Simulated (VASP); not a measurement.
A run of VASP 6.6.1 is set up as follows.

File INCAR:

```
PREC = Accurate
ENCUT = 600
EDIFF = 1E-7
ISMEAR = 0
SIGMA = 0.1
LREAL = F
LASPH = T
NELM = 60
ALGO = Normal
ISIF = 3
LWAVE = F
LCHARG = F
GGA = PE
IBRION = 2
NSW = 90
EDIFFG = -0.04
```

KPOINTS

```
Automatic mesh
0
Gamma
  6 6 6
```

File POSCAR:

```
Al2GaP3
1.0
   -1.8638823000      1.8638823000      7.9077828900
    1.8638823000     -1.8638823000      7.9077828900
    1.8638823000      1.8638823000     -7.9077828900
Al Ga P
2 1 3
Direct
    0.6666666700      0.6666666700      0.0000000000
    0.3333333300      0.3333333300      0.0000000000
    0.0000000000      0.0000000000      0.0000000000
    0.4166666700      0.9166666700      0.5000000000
    0.0833333300      0.5833333300      0.5000000000
    0.7500000000      0.2500000000      0.5000000000
```

Potentials or basis: VASP PAW PBE potentials, release 64 (Al, Ga_d, P).

Run with:

```bash
$ cat potpaw_PBE.64/Al/POTCAR potpaw_PBE.64/Ga_d/POTCAR potpaw_PBE.64/P/POTCAR > POTCAR
$ mpirun -np 1 vasp_std > vasp.out
```

Q: What does it give for the relaxed cell?

A: a = 8.695 Å, b = 8.695 Å, c = 8.695 Å, α = 154.13°, β = 154.13°, γ = 36.91°.

Q: What does it give for the band gap on the k mesh?

A: 1.64 eV (least direct gap 1.84 eV).

Q: Estimate the space group after relaxing (to 0.1 Å).

A: I-4m2 (No. 119).

Final structure:
```cif
data_structure
_symmetry_space_group_name_H-M 'P 1'
_symmetry_Int_Tables_number 1
_cell_length_a 8.6946
_cell_length_b 8.6946
_cell_length_c 8.6946
_cell_angle_alpha 154.129
_cell_angle_beta 154.129
_cell_angle_gamma 36.912
_cell_volume 124.97
loop_
_atom_site_label
_atom_site_type_symbol
_atom_site_fract_x
_atom_site_fract_y
_atom_site_fract_z
_atom_site_occupancy
Al1 Al 0.66658 0.66658 0.00000 1
Al2 Al 0.33342 0.33342 0.00000 1
Ga1 Ga 0.00000 0.00000 0.00000 1
P1 P 0.41642 0.91642 0.50000 1
P2 P 0.08358 0.58358 0.50000 1
P3 P 0.75000 0.25000 0.50000 1
```

A k mesh can miss the band edges.
